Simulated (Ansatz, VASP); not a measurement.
Two plane-wave programs on LiH

```
Li H
1.0
     0.00000    2.00233    1.99232
     2.00233    0.00000    1.99232
     2.00233    2.00233    0.00000
Li H
1 1
Cartesian
  0.0000 0.0000 0.0000
  2.0023 2.0023 1.9923
```

Change from the starting cell: z stretched by -0.5 %, x and y held, PAW files.

Alike in both runs: task single point; functional r2SCAN; k mesh 10 × 10 × 10; no spin polarisation.

```csv
,VASP,Ansatz
version,VASP 6.6.1,Ansatz 0.2.0
potentials or method,"VASP PAW PBE potentials, release 64 (Li_sv, H)","PAW with Ansatz's default frozen-core files, scalar-relativistic"
plane-wave cutoff (eV),830,500
occupations,"gaussian, width 0.01 eV",fixed
valence electrons in the cell,4,4
```

Ansatz gave:

```
gap on the k mesh at the Fermi level (eV)                     : 3.58
pressure (GPa)                                                : 0.2
traceless stress, the component that is largest in VASP (GPa) : 0.24
```

Which values does VASP return?

gap on the k mesh at the Fermi level (eV): 3.52; pressure (GPa): 0.1; traceless stress, the component that is largest in VASP (GPa): 0.22.

VASP's potentials were made for PBE, not for r2SCAN.
